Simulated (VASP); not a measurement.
Runs of VASP 6.6.1 on MgS. The structure is that of space group Fm-3m (No. 225), or close to it. The cells are those of the table. 

```csv
task,cell,cutoff (eV),gap on the mesh (eV),pressure (GPa)
single point,"a = 3.556 Å, angles 60.0°, 2 atoms",520,3.65,(b)
single point,"a = 3.588 Å, angles 60.0°, 2 atoms",520,3.59,6.5
relaxation of cell and atoms,"relaxed to 2 GPa from a = 3.679 Å, angles 60.0°, 2 atoms",600,(a),2.0
relaxation of cell and atoms,"relaxed to 4 GPa from a = 3.679 Å, angles 60.0°, 2 atoms",600,3.54,4.0
single point,"a = 3.664 Å, angles 60.0°, 2 atoms",520,3.46,0.5
```

Alike in all rows: level r2SCAN; potentials or basis VASP PAW PBE potentials, release 64 (Mg, S); no spin polarisation; k mesh 8 × 8 × 8; smearing gaussian 0.01 eV.

Question: Fill in the values left out.

Answer: (a) 3.50; (b) 9.5.

Caveats: the PAW data sets were made with another functional, which shifts forces and pressure a little; the cell is relaxed towards a set pressure, so the enthalpy falls and the energy may rise (some runs).

A k mesh can miss the band edges.
